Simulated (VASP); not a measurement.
Here is a VASP 6.6.1 calculation.

Contents of INCAR:

```
  PREC = Accurate
  ENCUT = 520
  EDIFF = 1E-6
  ISMEAR = 0
  SIGMA = 0.1
  LREAL = F
  LASPH = T
  NELM = 100
  ALGO = Normal
  ISIF = 2
  LWAVE = F
  LCHARG = F
  GGA = PE
  NBANDS = 40
```

File KPOINTS:

```
Automatic mesh
0
Gamma
  3 3 4
```

POSCAR

```
In3GaP2
1.0
    5.9101547700      0.0000000000      0.0000000000
   -2.9550773900      5.1183441700      0.0000000000
    0.0000000000      0.0000000000      4.1511127600
In Ga P
3 1 2
Direct
    0.5000000000      0.5000000000      0.4595159900
    0.5000000000      0.0000000000      0.4595159900
    0.0000000000      0.5000000000      0.4595159900
    0.0000000000      0.0000000000      0.8888130200
    0.6666666700      0.3333333300      0.9631379800
    0.3333333300      0.6666666700      0.9631379800
```

Potentials or basis: VASP PAW PBE potentials, release 64 (In_d, Ga_d, P).

Run with:

```console
$ cat potpaw_PBE.64/In_d/POTCAR potpaw_PBE.64/Ga_d/POTCAR potpaw_PBE.64/P/POTCAR > POTCAR
$ mpirun -np 1 vasp_std > vasp.out
```

(1) Estimate the pressure.

(2) Estimate the largest force.

(3) What does it give for the band gap on the k mesh?

Results:

(1) 12.2 GPa.

(2) 0.193 eV/Å.

(3) zero (band 31 reaches 8.90 eV, above the bottom of band 32 at 6.70 eV).

Caveat: the k points lie up to 0.41 Å⁻¹ apart; spin-orbit coupling is left out, which moves the levels of the heavy elements.
